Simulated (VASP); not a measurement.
# AlN (P6_3/mmc) in VASP: further runs

The runs below take AlN through single point, with PBEsol.

Program: VASP 6.6.1. These are calculated values, not measurements. Logs are shortened: lines on timing, memory, paths and dates and some standing lists are left out, and cuts for length are marked.

**1. The cell of the first run**

It takes space group P6_3/mmc (No. 194, hexagonal). The conventional cell has a = 3.346 Å, b = 3.346 Å, c = 3.935 Å, α = 90.00°, β = 90.00°, γ = 120.00°. Within 2.6 Å of Al (site symmetry -6m2) lie 5 N at 1.93 to 1.97 Å. Within 2.6 Å of N (site symmetry -6m2) lie 5 Al at 1.93 to 1.97 Å.

**2. Single point, PBEsol (volume 9.535 Å^3 an atom, c/a of the conventional cell 1.1761)**

The input, INCAR:

```
SYSTEM = AlN
ALGO     = Normal         ! electronic algorithm
EDIFF    = 1E-6           ! SCF threshold, eV
ENCUT    = 520            ! plane-wave cutoff, eV
GGA      = PS             ! functional
ISIF     = 2              ! what is computed and relaxed
ISMEAR   = 0              ! smearing method
LASPH    = .TRUE.         ! aspherical terms in the spheres
LCHARG   = .FALSE.        ! write CHGCAR
LREAL    = .FALSE.        ! projectors in reciprocal space
LWAVE    = .FALSE.        ! write WAVECAR
NBANDS   = 16             ! bands
NELM     = 60             ! most SCF steps
PREC     = Accurate       ! precision mode
SIGMA    = 0.05           ! smearing width, eV
```

The input, KPOINTS:

```
k-points
0
G
  9 9 6
  0 0 0
```

The input, POSCAR:

```
AlN
1.0
    3.3455583001      0.0000000000      0.0000000000
   -1.6727791501      2.8973384777      0.0000000000
    0.0000000000      0.0000000000      3.9347111167
Al N
2 2
Direct
    0.3333333333      0.6666666667      0.7500000000
    0.6666666667      0.3333333333      0.2500000000
    0.3333333333      0.6666666667      0.2500000000
    0.6666666667      0.3333333333      0.7500000000
```

Potentials or basis: VASP PAW PBE potentials, release 64 (Al, N).

On the command line:

```bash
cat potpaw_PBE.64/Al/POTCAR potpaw_PBE.64/N/POTCAR > POTCAR
mpirun -np 1 vasp_std > vasp.out
```

OUTCAR:

```text
SYSTEM = AlN
   EDIFF = 1E-6
   ENCUT = 520
   GGA = PS
   ISIF = 2
   ISMEAR = 0
   LASPH = .TRUE.
   LREAL = .FALSE.
   NELM = 60
   PREC = Accurate

 ion  position               nearest neighbor table
   1  0.333  0.667  0.750-   4 1.93   4 1.93   4 1.93   3 1.97   3 1.97   2 2.76   2 2.76   2 2.76
                             2 2.76   2 2.76   2 2.76
   2  0.667  0.333  0.250-   3 1.93   3 1.93   3 1.93   4 1.97   4 1.97   1 2.76   1 2.76   1 2.76
                             1 2.76   1 2.76   1 2.76
   3  0.333  0.667  0.250-   2 1.93   2 1.93   2 1.93   1 1.97   1 1.97
   4  0.667  0.333  0.750-   1 1.93   1 1.93   1 1.93   2 1.97   2 1.97

  LATTYP: Found a hexagonal cell.
 ALAT       =     3.3455583001
 C/A-ratio  =     1.1761000000

  Lattice vectors:

 A1 = (   3.3455583001,   0.0000000000,   0.0000000000)
 A2 = (  -1.6727791501,   2.8973384777,   0.0000000000)
 A3 = (   0.0000000000,   0.0000000000,   3.9347111167)

Analysis of symmetry for initial positions (statically):
=====================================================================
 Subroutine PRICEL returns:
 Original cell was already a primitive cell.

 Routine SETGRP: Setting up the symmetry group for a
 hexagonal supercell.

 Subroutine GETGRP returns: Found 24 space group operations
 (whereof 12 operations were pure point group operations)
 out of a pool of 24 trial point group operations.

The static configuration has the point symmetry D_3d.
 The point group associated with its full space group is D_6h.

Analysis of symmetry for dynamics (positions and initial velocities):
=====================================================================
 Subroutine PRICEL returns:
 Original cell was already a primitive cell.

 Routine SETGRP: Setting up the symmetry group for a
 hexagonal supercell.

 Subroutine GETGRP returns: Found 24 space group operations
 (whereof 12 operations were pure point group operations)
 out of a pool of 24 trial point group operations.

The dynamic configuration has the point symmetry D_3d.
 The point group associated with its full space group is D_6h.

 Subroutine INISYM returns: Found 24 space group operations
 (whereof 12 operations are pure point group operations),
 and found     1 'primitive' translations

----------------------------------------------------------------------------------------

                                     Primitive cell

  volume of cell :      38.1400

[... 90 lines left out ...]
   ENCUT  =  520.0 eV  38.22 Ry    6.18 a.u.   6.22  6.22  7.32*2*pi/ulx,y,z
   NELM   =     60;   NELMIN=  2; NELMDL= -5     # of ELM steps
   EDIFF  = 0.1E-05   stopping-criterion for ELM
   LREAL  =      F    real-space projection
   EDIFFG = 0.1E-04   stopping-criterion for IOM
   NSW    =      0    number of steps for IOM
   IBRION =     -1    ionic relax: 0-MD 1-quasi-New 2-CG
   NFREE  =      0    steps in history (QN), initial steepest desc. (CG)
   ISIF   =      2    stress and relaxation
   ISYM   =      2    0-nonsym 1-usesym 2-fastsym
   POTIM  = 0.5000    time-step for ionic-motion
   TEBEG  =    0.0;   TEEND  =   0.0 temperature during run
   PSTRESS=    0.0 pullay stress
   NELECT =      16.0000    total number of electrons
   NUPDOWN=      -1.0000    fix difference up-down
   EMIN   =  10.00;   EMAX   =-10.00  energy-range for DOS
   EFERMI =   0.00;   METHOD = LEGACY
   ISMEAR =     0;   SIGMA  =   0.05  broadening in eV -4-tet -1-fermi 0-gaus
   EFERMI_NEDOS =   21; number of points for ismear=-14 and -15
   IALGO  =     38    algorithm
   IMIX   =      4    mixing-type and parameters
     AMIX     =   0.40;   BMIX     =  1.00
     AMIX_MAG =   1.60;   BMIX_MAG =  1.00
  volume/ion in A,a.u.               =       9.53        64.35
  Fermi-wavevector in a.u.,A,eV,Ry     =   1.225522  2.315902 20.434661  1.501905
  Thomas-Fermi vector in A             =   2.360557
   LORBIT       =      0    0 simple, 1 ext, 2 COOP (PROOUT), +10 PAW based schemes
   GGA     = PS    functional components
   LHFCALC =     F    Hartree Fock is set to
   AEXX    =    0.0000 exact exchange contribution
   IVDW    =     0    specifies the selected vdW correction
   LEPSILON=     F    determine dielectric tensor
   LRPA    =     F    only Hartree local field effects (RPA)
 non-spin polarized calculation
 Gauss-broadening in eV      SIGMA  =   0.05
  energy-cutoff  :      520.00
  volume of cell :       38.14
 maximum number of plane-waves:      1047
 NGX is ok and might be reduce to    28
   NGX = 13   NGY = 13   NGZ = 15

 number of electron      15.9999998 magnetization

 Free energy of the ion-electron system (eV)
  ---------------------------------------------------
  ext. energy  EPLUGINS =         0.00000000
  ---------------------------------------------------
  free energy    TOTEN  =       -30.85552048 eV

  energy without entropy =      -30.85552048  energy(sigma->0) =      -30.85552048

 E-fermi :   8.2062     XC(G=0): -11.5245

 val. band max:        7.9884043912   @ k =   0.0000   0.0000   0.0000
 cond. band min:      11.6594631523   @ k =   0.0000   0.0000   0.0000
 fundamental gap:      3.6710587610
 Fermi energy:         8.2062362414

 k-point     1 :       0.0000    0.0000    0.0000
  band No.  band energies     occupation
      1      -8.8280      2.00000
      2      -4.5764      2.00000
      3       1.3039      2.00000
      4       4.6554      2.00000
      5       4.6554      2.00000
      6       6.7445      2.00000
[... 433 lines left out ...]
      3       1.4290      2.00000
      4       2.6011      2.00000
      5       2.6011      2.00000
      6       5.6418      2.00000
[... 8 lines left out ...]
     15      19.8889      0.00000
     16      22.0490      0.00000

 [... further k-points ...]
[... 5 lines left out ...]
  --------------------------------------------------------------------------------------
  -------------------------------------------------------------------------------------
  Total        0.0799865      0.0799865      3.8694364     -0.0000000      0.0000000      0.0000000
  in kB        3.3600547      3.3600547    162.5464959     -0.0000000      0.0000000      0.0000000
  external PRESSURE =      56.4222018 kB  Pullay stress =       0.0000000 kB

 VOLUME and BASIS-vectors are now :
 -----------------------------------------------------------------------------
  energy-cutoff  :      520.00
  volume of cell :       38.14
      direct lattice vectors                 reciprocal lattice vectors
     3.345558300  0.000000000  0.000000000     0.298903773  0.172572174  0.000000000
    -1.672779150  2.897338478  0.000000000     0.000000000  0.345144348  0.000000000
     0.000000000  0.000000000  3.934711117     0.000000000  0.000000000  0.254148264

 POSITION                                       TOTAL-FORCE (eV/Angst)
 -----------------------------------------------------------------------------------
     -0.00000      1.93156      2.95103        -0.000000      0.000000      0.000000
      1.67278      0.96578      0.98368        -0.000000     -0.000000      0.000000
     -0.00000      1.93156      0.98368         0.000000     -0.000000      0.000000
      1.67278      0.96578      2.95103        -0.000000      0.000000      0.000000
 -----------------------------------------------------------------------------------
    total drift:                               -0.000000     -0.000000     -0.000000

  FREE ENERGIE OF THE ION-ELECTRON SYSTEM (eV)
  ---------------------------------------------------
  free  energy   TOTEN  =       -30.8555204821 eV

  energy  without entropy=      -30.8555204821  energy(sigma->0) =      -30.85552048
```

stdout:

```text
POSCAR found type information on POSCAR AlN
 POSCAR found :  2 types and       4 ions
 scaLAPACK will be used
 -----------------------------------------------------------------------------
|                                                                             |
|                                                                             |
|     You enforced a specific xc type in the INCAR file but a different       |
|     I HOPE YOU KNOW WHAT YOU ARE DOING!                                     |
|                                                                             |
 -----------------------------------------------------------------------------

 LDA part: xc-table for (Slater+PW92), standard interpolation
 POSCAR, INCAR and KPOINTS ok, starting setup
 FFT: planning ... GRIDC
 FFT: planning ... GRID_SOFT
 FFT: planning ... GRID
 WAVECAR not read
 entering main loop
```

Run time: 23 s. Hardware: 1 thread of Intel Xeon Platinum 8259CL at 2.50GHz (Skylake/Cascade Lake), shared host; peak memory 0.16 GiB.

Results:

```yaml
Free_energy: -30.8555 eV
Pressure: 5.6 GPa
Band_gap_on_the_k_mesh: 3.67 eV, direct
```

Stress tensor (GPa, compression positive):
```
 0.34  0.00  0.00
 0.00  0.34  0.00
 0.00  0.00 16.25
```

Caveat: the PAW data sets were made with another functional, which shifts forces and pressure a little. A k mesh can miss the band edges.

**3. Single point, PBEsol (volume 9.770 Å^3 an atom, c/a of the conventional cell 1.3587)**

The input, INCAR:

```
  ALGO = Normal
  EDIFF = 1E-6
  ENCUT = 520
  GGA = PS
  ISIF = 2
  ISMEAR = 0
  LASPH = True
  LCHARG = False
  LREAL = False
  LWAVE = False
  NBANDS = 16
  NELM = 60
  PREC = Accurate
  SIGMA = 0.05
```

The input, KPOINTS:

```
k-points
0
Gamma
  9 9 6
```

The input, POSCAR:

```
AlN
1.0
    3.2143615615      0.0000000000      0.0000000000
   -1.6071807808      2.7837187692      0.0000000000
    0.0000000000      0.0000000000      4.3673530536
Al N
2 2
Direct
    0.3333333333      0.6666666667      0.7500000000
    0.6666666667      0.3333333333      0.2500000000
    0.3333333333      0.6666666667      0.2500000000
    0.6666666667      0.3333333333      0.7500000000
```

Potentials or basis: VASP PAW PBE potentials, release 64 (Al, N).

On the command line:

```bash
cat potpaw_PBE.64/Al/POTCAR potpaw_PBE.64/N/POTCAR > POTCAR
mpirun -np 1 vasp_std > vasp.out
```

OUTCAR:

```text
EDIFF = 1E-6
   ENCUT = 520
   GGA = PS
   ISIF = 2
   ISMEAR = 0
   LASPH = True
   LREAL = False
   NELM = 60
   PREC = Accurate

 ion  position               nearest neighbor table
   1  0.333  0.667  0.750-   4 1.86   4 1.86   4 1.86   3 2.18   3 2.18   2 2.87   2 2.87   2 2.87
                             2 2.87   2 2.87   2 2.87
   2  0.667  0.333  0.250-   3 1.86   3 1.86   3 1.86   4 2.18   4 2.18   1 2.87   1 2.87   1 2.87
                             1 2.87   1 2.87   1 2.87
   3  0.333  0.667  0.250-   2 1.86   2 1.86   2 1.86   1 2.18   1 2.18
   4  0.667  0.333  0.750-   1 1.86   1 1.86   1 1.86   2 2.18   2 2.18

  LATTYP: Found a hexagonal cell.
 ALAT       =     3.2143615615
 C/A-ratio  =     1.3587000000

  Lattice vectors:

 A1 = (   3.2143615615,   0.0000000000,   0.0000000000)
 A2 = (  -1.6071807808,   2.7837187692,   0.0000000000)
 A3 = (   0.0000000000,   0.0000000000,   4.3673530536)

Analysis of symmetry for initial positions (statically):
=====================================================================
 Subroutine PRICEL returns:
 Original cell was already a primitive cell.
[... 173 lines left out ...]
  free energy    TOTEN  =       -30.84159094 eV

  energy without entropy =      -30.84159094  energy(sigma->0) =      -30.84159094

 E-fermi :   8.4952     XC(G=0): -11.4353

 val. band max:        8.2787765261   @ k =   0.0000   0.0000   0.0000
 cond. band min:      11.4486175173   @ k =   0.0000   0.0000   0.0000
 fundamental gap:      3.1698409912
 Fermi energy:         8.4951967722

 k-point     1 :       0.0000    0.0000    0.0000
  band No.  band energies     occupation
      1      -8.8147      2.00000
      2      -5.4685      2.00000
      3       0.9130      2.00000
      4       4.9504      2.00000
      5       4.9504      2.00000
      6       6.2797      2.00000
[... 433 lines left out ...]
      3       1.4243      2.00000
      4       2.4121      2.00000
      5       2.4121      2.00000
      6       4.5018      2.00000
[... 8 lines left out ...]
     15      19.2343      0.00000
     16      21.2549      0.00000

 [... further k-points ...]
[... 5 lines left out ...]
  --------------------------------------------------------------------------------------
  -------------------------------------------------------------------------------------
  Total        2.3036009      2.3036009     -1.5525241     -0.0000000      0.0000000      0.0000000
  in kB       94.4451033     94.4451033    -63.6517781     -0.0000000      0.0000000      0.0000000
  external PRESSURE =      41.7461428 kB  Pullay stress =       0.0000000 kB

 VOLUME and BASIS-vectors are now :
 -----------------------------------------------------------------------------
  energy-cutoff  :      520.00
  volume of cell :       39.08
      direct lattice vectors                 reciprocal lattice vectors
     3.214361562  0.000000000  0.000000000     0.311103770  0.179615845  0.000000000
    -1.607180781  2.783718769  0.000000000     0.000000000  0.359231691  0.000000000
     0.000000000  0.000000000  4.367353054     0.000000000  0.000000000  0.228971642

 POSITION                                       TOTAL-FORCE (eV/Angst)
 -----------------------------------------------------------------------------------
     -0.00000      1.85581      3.27551        -0.000000      0.000000      0.000000
      1.60718      0.92791      1.09184        -0.000000      0.000000      0.000000
     -0.00000      1.85581      1.09184         0.000000     -0.000000      0.000000
      1.60718      0.92791      3.27551         0.000000     -0.000000      0.000000
 -----------------------------------------------------------------------------------
    total drift:                               -0.000000      0.000000     -0.000000

  FREE ENERGIE OF THE ION-ELECTRON SYSTEM (eV)
  ---------------------------------------------------
  free  energy   TOTEN  =       -30.8415909417 eV

  energy  without entropy=      -30.8415909417  energy(sigma->0) =      -30.84159094
```

OSZICAR:

```text
N       E                     dE             d eps       ncg     rms          rms(c)
DAV:   1     0.411654876687E+02    0.41165E+02   -0.73947E+03  1544   0.907E+02
DAV:   2    -0.318537953428E+02   -0.73019E+02   -0.66244E+02  2200   0.186E+02
DAV:   3    -0.351807592293E+02   -0.33270E+01   -0.33159E+01  1840   0.419E+01
DAV:   4    -0.352001043220E+02   -0.19345E-01   -0.19344E-01  1832   0.353E+00
DAV:   5    -0.352003505156E+02   -0.24619E-03   -0.24619E-03  1904   0.404E-01    0.116E+01
DAV:   6    -0.309100318421E+02    0.42903E+01   -0.83981E+00  1944   0.218E+01    0.406E+00
DAV:   7    -0.308802804875E+02    0.29751E-01   -0.64499E-01  1704   0.564E+00    0.286E+00
DAV:   8    -0.308477031389E+02    0.32577E-01   -0.81188E-02  1648   0.238E+00    0.779E-01
DAV:   9    -0.308413244750E+02    0.63787E-02   -0.14969E-02  1944   0.961E-01    0.265E-01
DAV:  10    -0.308416773726E+02   -0.35290E-03   -0.16893E-03  1760   0.280E-01    0.174E-01
DAV:  11    -0.308415918243E+02    0.85548E-04   -0.12428E-04  1760   0.856E-02    0.369E-02
DAV:  12    -0.308415909417E+02    0.88260E-06   -0.56420E-06  1848   0.198E-02
   1 F= -.30841591E+02 E0= -.30841591E+02  d E =-.423851E-12
```

stdout:

```text
POSCAR found type information on POSCAR AlN
 POSCAR found :  2 types and       4 ions
 scaLAPACK will be used
 -----------------------------------------------------------------------------
|                                                                             |
|                                                                             |
|     You enforced a specific xc type in the INCAR file but a different       |
|     I HOPE YOU KNOW WHAT YOU ARE DOING!                                     |
|                                                                             |
 -----------------------------------------------------------------------------

 LDA part: xc-table for (Slater+PW92), standard interpolation
 POSCAR, INCAR and KPOINTS ok, starting setup
 FFT: planning ... GRIDC
 FFT: planning ... GRID_SOFT
 FFT: planning ... GRID
 WAVECAR not read
 entering main loop
```

Run time: 15 s. Hardware: 1 thread of Intel Xeon Platinum 8259CL at 2.50GHz (Skylake/Cascade Lake), shared host; peak memory 0.16 GiB.

What came out:

* Free energy: -30.8416 eV
* Pressure: 4.2 GPa
* Band gap on the k mesh: 3.17 eV, direct

Levels at points of the mesh, in eV from the valence-band top:
| k point | band 4 | band 5 | band 6 | band 7 | band 8 | band 9 | band 10 | band 11 | band 12 | band 13 |
| --- | --- | --- | --- | --- | --- | --- | --- | --- | --- | --- |
| (0.00, 0.00, 0.00) | -3.33 | -3.33 | -2.00 | -2.00 | 0.00 | 3.17 | 4.67 | 8.50 | 8.50 | 11.12 |
| (0.00, 0.00, 0.50) | -4.01 | -2.69 | -2.69 | -2.69 | -2.69 | 5.58 | 5.58 | 8.75 | 8.75 | 8.75 |

Caveat: the PAW data sets were made with another functional, which shifts forces and pressure a little.
